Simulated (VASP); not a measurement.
# GdN: single point with PBE+U

GdN:

```
Gd N
1.0
     0.00000    2.51768    2.51768
     2.51768    0.00000    2.51768
     2.51768    2.51768    0.00000
Gd N
1 1
Direct
  0.50000 0.50000 0.50000
  0.00000 0.00000 0.00000
```

```
Program                : VASP 6.6.1
Task                   : single point
Functional             : PBE
Potentials or basis    : VASP PAW PBE potentials, release 64 (Gd, N)
Cutoff                 : 520 eV
k mesh                 : 10 × 10 × 10
Occupations            : gaussian, width 0.05 eV
Spin                   : collinear spin, ferromagnetic start
Starting moments       : [7.64, -0.16] μB
Hubbard terms          : Gd f U = 6.0 eV
Dipole correction      : no
Further INCAR settings : ALGO = Normal; EDIFF = 1e-07; NBANDS = 22
```

```
Pressure                                              : -2.6 GPa
Band gap on the k mesh                                : zero (filled and empty bands overlap)
Net moment                                            : 7.00 μB per cell
Site moments                                          : Gd +6.87; N -0.11 μB
Valence electrons inside the program's atomic spheres : Gd 15.19; N 3.62
```

Levels at points of the mesh, in eV from the Fermi level:
Spin up:
```csv
k point,band 12,band 13,band 14,band 15,band 16,band 17,band 18,band 19
"(0.00, 0.00, 0.00)",-6.15,0.23,0.23,0.23,2.63,2.63,2.63,3.18
"(0.50, 0.00, 0.00)",-6.11,-4.08,-2.27,-2.27,5.16,5.86,5.86,6.51
"(0.50, 0.50, 0.00)",-6.19,-1.29,-0.23,-0.17,-0.17,6.42,6.46,7.49
```
Spin down:
| k point | band 5 | band 6 | band 7 | band 8 | band 9 | band 10 | band 11 | band 12 |
| --- | --- | --- | --- | --- | --- | --- | --- | --- |
| (0.00, 0.00, 0.00) | -12.78 | -0.32 | -0.32 | -0.32 | 3.44 | 3.44 | 3.44 | 3.66 |
| (0.50, 0.00, 0.00) | -10.98 | -3.84 | -2.19 | -2.19 | 4.44 | 4.80 | 4.80 | 5.09 |
| (0.50, 0.50, 0.00) | -12.48 | -1.01 | -0.43 | -0.43 | 0.42 | 4.87 | 4.90 | 5.00 |

Eigenvalues of the final occupation matrices:
```csv
site,spin,trace,eigenvalues
site 1 f,1,6.94,0.99 0.99 0.99 0.99 0.99 0.99 0.99
site 1 f,2,0.04,0.00 0.00 0.00 0.00 0.01 0.01 0.01
```

Run time: 2.2 min on 1 thread of Intel(R) Xeon(R) Platinum 8259CL CPU @ 2.50GHz (Skylake/Cascade Lake) (shared host), peak memory 0.22 GiB.

Caveat: spin-orbit coupling is left out, which moves the levels of the heavy elements; a cell with one magnetic atom can't hold antiferromagnetic order, which such compounds often take. The state reached can hang on the start; a lower one may exist.
